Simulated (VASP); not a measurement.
Write the native input for VASP 6.6.1 that does the following.

| Property | Result |
| --- | --- |
| Task | single point |
| Functional | r2SCAN |
| Potentials or basis | VASP PAW PBE potentials, release 64 (B, P) |
| Cutoff | 520 eV |
| k mesh | 10 × 10 × 10 |
| Occupations | gaussian, width 0.05 eV |
| Spin | no spin polarisation |
| Dipole correction | no |
| Further INCAR settings | ALGO = Normal; EDIFF = 1e-06; NBANDS = 11 |

Crystal: BP.

```
CELL_PARAMETERS angstrom
0.00000 2.31363 2.26827
2.26827 0.00000 2.26827
2.26827 2.31363 0.00000
ATOMIC_POSITIONS crystal
B 0.00000 0.00000 0.00000
P 0.75000 0.75000 0.75000
```

This cell differs from its parent crystal: strain +0.0200 x Voigt [0, 1, 0, 0, 0, 0].

These files were run (other wordings do the same):

POSCAR

```
BP
1.0
    0.0000000000      2.3136321505      2.2682668142
    2.2682668142      0.0000000000      2.2682668142
    2.2682668142      2.3136321505      0.0000000000
B P
1 1
Direct
    0.0000000000      0.0000000000      0.0000000000
    0.7500000000      0.7500000000      0.7500000000
```

INCAR.step1

```
SYSTEM = BP
PREC = Accurate ; ENCUT = 520
ISMEAR = 0 ; SIGMA = 0.05
LREAL = .False. ; LASPH = .True.
NELM = 80 ; NBANDS = 11
GGA = PE ; ALGO = Normal
EDIFF = 1E-4 ; LWAVE = .True.
LCHARG = .False.
```

INCAR.step2

```
SYSTEM = BP
PREC = Accurate ; ENCUT = 520
EDIFF = 1E-6 ; ISMEAR = 0
SIGMA = 0.05 ; LREAL = .False.
LASPH = .True. ; NELM = 80
ALGO = Normal ; ISIF = 2
LWAVE = .False. ; LCHARG = .True.
METAGGA = R2SCAN ; LMIXTAU = .True.
LELF = .True. ; LVHAR = .True.
NBANDS = 11 ; ISTART = 1
```

KPOINTS

```
Automatic mesh
0
Gamma
  10 10 10
  0 0 0
```

Potentials or basis: VASP PAW PBE potentials, release 64 (B, P).

Run with:

```console
$ cat potpaw_PBE.64/B/POTCAR potpaw_PBE.64/P/POTCAR > POTCAR
$ cp INCAR.step1 INCAR
$ mpirun -np 1 vasp_std > vasp.out
$ cp INCAR.step2 INCAR
$ mpirun -np 1 vasp_std > vasp.out
```

It gave:

```
Pressure               : -3.7 GPa
Band gap on the k mesh : 1.31 eV, indirect (least direct gap 3.50 eV)
```

Caveat: the cell differs from its parent crystal (strain +0.0200 x Voigt [0, 1, 0, 0, 0, 0]); the PAW data sets were made with another functional, which shifts forces and pressure a little.

Wall time 29 s on 1 thread of Intel(R) Xeon(R) 6975P-C (Granite Rapids), with other jobs on the host, peak memory 0.15 GiB.
